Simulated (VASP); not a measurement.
Set up this calculation in VASP 6.6.1, as the native input.

- Task: single point
- Functional: PBEsol
- Potentials or basis: VASP PAW PBE potentials, release 64 (Ru_sv)
- Cutoff: 560 eV
- k mesh: 18 × 18 × 10
- Occupations: fermi-dirac, width 0.08 eV
- Spin: no spin polarisation
- Dipole correction: no
- Further INCAR settings: ALGO = Normal; EDIFF = 1e-06; NBANDS = 23

The structure of Ru lies in POSCAR:

```
Ru
1.0
    2.2572005317      0.0000000000      0.0000000000
   -1.1286002659      1.9547930019      0.0000000000
    0.0000000000      0.0000000000      3.6233541004
Ru
2
Direct
    0.3333333333      0.6666666667      0.2500000000
    0.6666666667      0.3333333333      0.7500000000
```

These files were run (other wordings do the same):

INCAR

```
SYSTEM = Ru
ALGO     = Normal         ! electronic algorithm
EDIFF    = 1E-6           ! SCF threshold, eV
ENCUT    = 560            ! plane-wave cutoff, eV
GGA      = PS             ! functional
GGA_COMPAT= .False.      
ISIF     = 2              ! what is computed and relaxed
ISMEAR   = -1             ! smearing method
LASPH    = .True.         ! aspherical terms in the spheres
LCHARG   = .False.        ! write CHGCAR
LREAL    = .False.        ! projectors in reciprocal space
LWAVE    = .False.        ! write WAVECAR
NBANDS   = 23             ! bands
NELM     = 120            ! most SCF steps
PREC     = Accurate       ! precision mode
SIGMA    = 0.08           ! smearing width, eV
```

KPOINTS

```
k-points
0
Gamma
  18 18 10
  0 0 0
```

Potentials or basis: VASP PAW PBE potentials, release 64 (Ru_sv).

Command:

```sh
$ cat potpaw_PBE.64/Ru_sv/POTCAR > POTCAR
$ mpirun -np 1 vasp_std > vasp.out
```

Results of the run:

```yaml
Pressure: 561.3 GPa
Band_gap_on_the_k_mesh: zero (bands 16 and 17 overlap by 7.12 eV)
```

Caveat: the cell stands under pressure; the PAW data sets were made with another functional, which shifts forces and pressure a little.

Wall time 36 s on 1 thread of AMD EPYC 9R45 96-Core Processor (Zen 5), with other jobs on the host, peak memory 0.15 GiB.
